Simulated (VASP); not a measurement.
# Os2Rh (Fd-3m) in VASP: notebook, part 2 of 2

VASP 6.6.1.

## Step 3: Single point, PBE

This run uses another cell than the first one, of 15.48 Å³/atom, 1.166 times its volume.

Contents of INCAR:

```
PREC = Accurate ; ENCUT = 520
EDIFF = 1E-6 ; ISMEAR = 0
SIGMA = 0.1 ; LREAL = False
LASPH = True ; NELM = 60
ALGO = Fast ; ISIF = 2
LWAVE = False ; LCHARG = False
GGA = PE ; NBANDS = 40
```

Contents of KPOINTS:

```
regular mesh
0
Gamma
  4 4 4
```

Contents of POSCAR:

```
Os2Rh
1.0
    0.0000000000      3.5941311570      3.5941311570
    3.5941311570      0.0000000000      3.5941311570
    3.5941311570      3.5941311570      0.0000000000
Os Rh
4 2
Direct
    0.6250000000      0.6250000000      0.6250000000
    0.1250000000      0.6250000000      0.6250000000
    0.6250000000      0.6250000000      0.1250000000
    0.6250000000      0.1250000000      0.6250000000
    0.0000000000      0.0000000000      0.0000000000
    0.2500000000      0.2500000000      0.2500000000
```

Potentials or basis: VASP PAW PBE potentials, release 64 (Os, Rh_pv).

Run with:

```bash
$ cat potpaw_PBE.64/Os/POTCAR potpaw_PBE.64/Rh_pv/POTCAR > POTCAR
$ mpirun -np 1 vasp_std > vasp.out
```

OUTCAR:

```text
PREC = Accurate
   ENCUT = 520
   EDIFF = 1E-6
   ISMEAR = 0
   LREAL = False
   LASPH = True
   NELM = 60
   ISIF = 2
   GGA = PE

 ion  position               nearest neighbor table
   1  0.625  0.625  0.625-   2 2.54   3 2.54   4 2.54   3 2.54   4 2.54   2 2.54   6 2.98   5 2.98
                             6 2.98   5 2.98   6 2.98   5 2.98
   2  0.125  0.625  0.625-   1 2.54   3 2.54   4 2.54   1 2.54   3 2.54   4 2.54   5 2.98   6 2.98
                             5 2.98   5 2.98   6 2.98   6 2.98
   3  0.625  0.625  0.125-   1 2.54   1 2.54   2 2.54   4 2.54   4 2.54   2 2.54   6 2.98   5 2.98
                             6 2.98   5 2.98   6 2.98   5 2.98
   4  0.625  0.125  0.625-   1 2.54   3 2.54   1 2.54   2 2.54   3 2.54   2 2.54   5 2.98   6 2.98
                             5 2.98   6 2.98   6 2.98   5 2.98
   5  0.000  0.000  0.000-   1 2.98   3 2.98   4 2.98   1 2.98   2 2.98   3 2.98   1 2.98   2 2.98
                             4 2.98   2 2.98   3 2.98   4 2.98   6 3.11   6 3.11   6 3.11   6 3.11
   6  0.250  0.250  0.250-   2 2.98   3 2.98   4 2.98   1 2.98   2 2.98   4 2.98   1 2.98   2 2.98
                             3 2.98   1 2.98   3 2.98   4 2.98   5 3.11   5 3.11   5 3.11   5 3.11

  LATTYP: Found a face centered cubic cell.
 ALAT       =     7.1882623140

  Lattice vectors:

 A1 = (   0.0000000000,   3.5941311570,   3.5941311570)
 A2 = (   3.5941311570,   0.0000000000,   3.5941311570)
 A3 = (   3.5941311570,   3.5941311570,   0.0000000000)

Analysis of symmetry for initial positions (statically):
=====================================================================
 Subroutine PRICEL returns:
 Original cell was already a primitive cell.

 Routine SETGRP: Setting up the symmetry group for a
 face centered cubic supercell.

 Subroutine GETGRP returns: Found 48 space group operations
 (whereof 24 operations were pure point group operations)
 out of a pool of 48 trial point group operations.

The static configuration has the point symmetry T_d .
 The point group associated with its full space group is O_h .

Analysis of symmetry for dynamics (positions and initial velocities):
[... 128 lines left out ...]
   GGA     = PE    functional components
   LHFCALC =     F    Hartree Fock is set to
   AEXX    =    0.0000 exact exchange contribution
   IVDW    =     0    specifies the selected vdW correction
   LEPSILON=     F    determine dielectric tensor
   LRPA    =     F    only Hartree local field effects (RPA)
 non-spin polarized calculation
 RMM-DIIS sequential band-by-band and
 Gauss-broadening in eV      SIGMA  =   0.10
  energy-cutoff  :      520.00
  volume of cell :       92.86
 maximum number of plane-waves:      2525
 NGX is ok and might be reduce to    40
   NGX = 19   NGY = 19   NGZ = 19

 number of electron      62.0000005 magnetization

 Free energy of the ion-electron system (eV)
  ---------------------------------------------------
  ext. energy  EPLUGINS =         0.00000000
  ---------------------------------------------------
  free energy    TOTEN  =       -55.20708294 eV

  energy without entropy =      -55.14973952  energy(sigma->0) =      -55.17841123

 E-fermi :   8.9478     XC(G=0): -13.3353

 val. band max:        8.9459405003   @ k =   0.2500   0.0000   0.0000
 cond. band min:       8.9848049488   @ k =  -0.2500   0.2500   0.0000
 fundamental gap:      0.0388644486
 Fermi energy:         8.9478431796

 k-point     1 :       0.0000    0.0000    0.0000
  band No.  band energies     occupation
      1     -37.4815      2.00000
      2     -37.4815      2.00000
      3     -37.4815      2.00000
      4     -37.4373      2.00000
      5     -37.4373      2.00000
      6     -37.4373      2.00000
[... 333 lines left out ...]
     39      10.9455      0.00000
     40      10.9455      0.00000

------------------------ aborting loop because EDIFF is reached ----------------------------------------

  FORCE on cell =-STRESS in cart. coord.  units (eV):
  Direction    XX          YY          ZZ          XY          YZ          ZX
  --------------------------------------------------------------------------------------
  -------------------------------------------------------------------------------------
  Total        0.1053741      0.1053741      0.1053741      0.0000000      0.0000000     -0.0000000
  in kB        1.8181631      1.8181631      1.8181631      0.0000000      0.0000000     -0.0000000
  external PRESSURE =       1.8181631 kB  Pullay stress =       0.0000000 kB

 VOLUME and BASIS-vectors are now :
 -----------------------------------------------------------------------------
  energy-cutoff  :      520.00
  volume of cell :       92.86
      direct lattice vectors                 reciprocal lattice vectors
     0.000000000  3.594131157  3.594131157    -0.139115680  0.139115680  0.139115680
     3.594131157  0.000000000  3.594131157     0.139115680 -0.139115680  0.139115680
     3.594131157  3.594131157  0.000000000     0.139115680  0.139115680 -0.139115680

 POSITION                                       TOTAL-FORCE (eV/Angst)
 -----------------------------------------------------------------------------------
      4.49266      4.49266      4.49266        -0.000000      0.000000     -0.000000
      4.49266      2.69560      2.69560        -0.000000      0.000000     -0.000000
      2.69560      2.69560      4.49266        -0.000000      0.000000     -0.000000
      2.69560      4.49266      2.69560        -0.000000      0.000000     -0.000000
      0.00000      0.00000      0.00000        -0.000000      0.000000      0.000000
      1.79707      1.79707      1.79707         0.000000     -0.000000     -0.000000
 -----------------------------------------------------------------------------------
    total drift:                               -0.000000     -0.000000      0.000000

  FREE ENERGIE OF THE ION-ELECTRON SYSTEM (eV)
  ---------------------------------------------------
  free  energy   TOTEN  =       -55.2070829409 eV

  energy  without entropy=      -55.1497395235  energy(sigma->0) =      -55.17841123
```

OSZICAR:

```text
N       E                     dE             d eps       ncg     rms          rms(c)
DAV:   1     0.627350166194E+03    0.62735E+03   -0.33197E+04   688   0.158E+03
DAV:   2    -0.183093393513E+02   -0.64566E+03   -0.62010E+03   664   0.536E+02
DAV:   3    -0.569571893604E+02   -0.38648E+02   -0.34447E+02   816   0.114E+02
[... 19 lines left out ...]
RMM:  23    -0.552071749160E+02    0.10118E-02   -0.29872E-03   943   0.268E-01    0.188E-01
RMM:  24    -0.552071080480E+02    0.66868E-04   -0.24735E-04   791   0.811E-02    0.982E-02
RMM:  25    -0.552070816653E+02    0.26383E-04   -0.14975E-04   679   0.630E-02    0.146E-02
RMM:  26    -0.552070823545E+02   -0.68920E-06   -0.35352E-05   749   0.309E-02    0.146E-02
RMM:  27    -0.552070829409E+02   -0.58647E-06   -0.66882E-06   569   0.127E-02
   1 F= -.55207083E+02 E0= -.55178411E+02  d E =-.573434E-01
```

stdout:

```text
POSCAR found type information on POSCAR OsRh
 POSCAR found :  2 types and       6 ions
 scaLAPACK will be used
 LDA part: xc-table for (Slater+PW92), standard interpolation
 POSCAR, INCAR and KPOINTS ok, starting setup
 FFT: planning ... GRIDC
 FFT: planning ... GRID_SOFT
 FFT: planning ... GRID
 WAVECAR not read
 entering main loop
```

It took 42 s on 1 thread of Intel Xeon 6975P-C (Granite Rapids), shared host; peak memory 0.24 GiB.

Results:

```yaml
Free_energy: -55.2071 eV
Pressure: 0.2 GPa
Band_gap_on_the_k_mesh: zero (band 31 reaches 9.51 eV, above the bottom of band 32 at 8.46 eV)
```

Levels at points of the mesh, in eV from the Fermi level:
```csv
k point,band 27,band 28,band 29,band 30,band 31,band 32,band 33,band 34
"(0.00, 0.00, 0.00)",-0.06,-0.06,-0.06,0.56,0.56,0.56,1.16,1.16
"(0.50, 0.00, 0.00)",-1.41,-1.09,-1.09,-0.70,-0.23,0.19,0.19,0.33
"(0.50, 0.50, 0.00)",-0.96,-0.96,-0.79,-0.79,-0.48,-0.48,-0.40,-0.40
```

Caveat: the k points lie up to 0.38 Å⁻¹ apart; spin-orbit coupling is left out, which moves the levels of the heavy elements.

## Step 4: Relaxation of cell and atoms, PBE

Contents of INCAR:

```
PREC = Accurate ; ENCUT = 600
EDIFF = 1E-6 ; ISMEAR = 0
SIGMA = 0.1 ; LREAL = False
LASPH = True ; NELM = 80
ALGO = Fast ; ISIF = 3
LWAVE = False ; LCHARG = False
GGA = PE ; IBRION = 2
NSW = 90 ; EDIFFG = -0.04
```

KPOINTS is that of step 3.

Changes to POSCAR since step 3:

```diff
@@ -2,5 +2,5 @@
 1.0
-    0.0000000000      3.5941311570      3.5941311570
-    3.5941311570      0.0000000000      3.5941311570
-    3.5941311570      3.5941311570      0.0000000000
+    0.0000000000      3.4143010041      3.4143010041
+    3.4143010041      0.0000000000      3.4143010041
+    3.4143010041      3.4143010041      0.0000000000
 Os Rh
```

Run with:

```bash
$ cat potpaw_PBE.64/Os/POTCAR potpaw_PBE.64/Rh_pv/POTCAR > POTCAR
$ mpirun -np 1 vasp_std > vasp.out
```

It took 2.3 min on 1 thread of Intel Xeon 6975P-C (Granite Rapids), shared host; peak memory 0.26 GiB.

Results (log left out):

```yaml
Free_energy: -55.1975 eV
Relaxed_volume: 15.48 Å³/atom
Relaxed_cell: a = 5.083 Å, b = 5.083 Å, c = 5.083 Å, α = 60.00°, β = 60.00°, γ = 60.00°
Space_group_after_relaxing_to_0.05_Å: Fd-3m (No. 227)
Energy_gained_by_relaxing: 388.3 meV/atom
Ionic_steps: 5
Pressure_after_relaxing: 0.1 GPa
Band_gap_on_the_k_mesh: zero (band 31 reaches 9.51 eV, above the bottom of band 32 at 8.47 eV)
```

Step by step:
```
step  energy change (eV)  largest force (eV/Å)  pressure (GPa)  volume (Å³)
   1              0.0000                0.0000           65.14        79.60
   2             12.0303                0.0000          -39.36       159.33
   3             -2.1198                0.0000          -10.53        96.81
   4             -2.3215                0.0000           -2.80        93.83
   5             -2.3295                0.0000            0.13        92.86
```

Final structure:
```
Os Rh
1.0
     0.00000    3.59412    3.59412
     3.59412    0.00000    3.59412
     3.59412    3.59412    0.00000
Os Rh
4 2
Direct
  0.62500 0.62500 0.62500
  0.12500 0.62500 0.62500
  0.62500 0.62500 0.12500
  0.62500 0.12500 0.62500
  0.00000 0.00000 0.00000
  0.25000 0.25000 0.25000
```

Levels at points of the mesh, in eV from the Fermi level:
```
           k point  band 26  band 27  band 28  band 29  band 30  band 31  band 32  band 33  band 34  band 35
(0.00, 0.00, 0.00)    -1.85    -0.06    -0.06    -0.06     0.56     0.56     0.56     1.16     1.43     3.48
(0.50, 0.00, 0.00)    -1.72    -1.41    -1.09    -1.09    -0.70    -0.23     0.19     0.19     0.33     0.33
(0.50, 0.50, 0.00)    -1.76    -0.96    -0.96    -0.79    -0.79    -0.48    -0.48    -0.40    -0.40     0.33
```

Caveat: the k points lie up to 0.38 Å⁻¹ apart in the final cell; the volume moved by over 15 % at a fixed basis, so the end points are rough; spin-orbit coupling is left out, which moves the levels of the heavy elements.

## Step 5: Single point, PBE

This run uses another cell than the first one, of 15.52 Å³/atom, 1.170 times its volume.

Contents of INCAR:

```
  PREC = Accurate
  ENCUT = 520
  EDIFF = 1E-6
  ISMEAR = 0
  SIGMA = 0.1
  LREAL = False
  LASPH = True
  NELM = 60
  ALGO = Fast
  ISIF = 2
  LWAVE = False
  LCHARG = False
  GGA = PE
  NBANDS = 40
```

Contents of KPOINTS:

```
regular mesh
0
Gamma
  10 10 10
```

Contents of POSCAR:

```
Os2Rh
1.0
    0.0000000000      3.5973635282      3.5973635282
    3.5973635282      0.0000000000      3.5973635282
    3.5973635282      3.5973635282      0.0000000000
Os Rh
4 2
Direct
    0.1250000000      0.1250000000      0.1250000000
    0.6250000000      0.1250000000      0.1250000000
    0.1250000000      0.1250000000      0.6250000000
    0.1250000000      0.6250000000      0.1250000000
    0.5000000000      0.5000000000      0.5000000000
    0.7500000000      0.7500000000      0.7500000000
```

Run with:

```bash
$ cat potpaw_PBE.64/Os/POTCAR potpaw_PBE.64/Rh_pv/POTCAR > POTCAR
$ mpirun -np 1 vasp_std > vasp.out
```

It took 2.7 min on 1 thread of Intel Xeon 6975P-C (Granite Rapids), shared host; peak memory 0.33 GiB.

It converged, with:

```yaml
Free_energy: -55.0224 eV
Pressure: 0.1 GPa
Band_gap_on_the_k_mesh: zero (band 31 reaches 9.49 eV, above the bottom of band 32 at 8.42 eV)
```

Levels at points of the mesh, in eV from the Fermi level:
| k point | band 28 | band 29 | band 30 | band 31 | band 32 | band 33 | band 34 | band 35 |
| --- | --- | --- | --- | --- | --- | --- | --- | --- |
| (0.00, 0.00, 0.00) | -0.01 | -0.01 | 0.62 | 0.62 | 0.62 | 1.20 | 1.20 | 1.49 |
| (0.50, 0.00, 0.00) | -1.04 | -1.04 | -0.65 | -0.18 | 0.24 | 0.24 | 0.38 | 0.38 |
| (0.50, 0.50, 0.00) | -0.90 | -0.73 | -0.73 | -0.43 | -0.43 | -0.35 | -0.35 | 0.38 |

Caveat: spin-orbit coupling is left out, which moves the levels of the heavy elements.

## Step 6: Summary

| task | cell | k mesh | cutoff (eV) | gap on the mesh (eV) | pressure (GPa) |
| --- | --- | --- | --- | --- | --- |
| single point | a = 4.829 Å, angles 60.0°, 6 atoms | 4 × 4 × 4 | 520 | none | 65.1 |
| single point | a = 5.083 Å, angles 60.0°, 6 atoms | 4 × 4 × 4 | 520 | none | 0.2 |
| relaxation of cell and atoms | relaxed from a = 4.829 Å, angles 60.0°, 6 atoms | 4 × 4 × 4 | 600 | none | 0.1 |
| single point | a = 5.087 Å, angles 60.0°, 6 atoms | 10 × 10 × 10 | 520 | none | 0.1 |

Alike in all rows: level PBE; potentials or basis VASP PAW PBE potentials, release 64 (Os, Rh_pv); no spin polarisation; smearing gaussian 0.1 eV.

Caveats: some runs use coarse meshes; spin-orbit coupling is left out, which moves the levels of the heavy elements; the volume moved by over 15 % at a fixed basis, so the end points are rough (some runs).

Absolute energies hang on the potentials; compare differences alone.
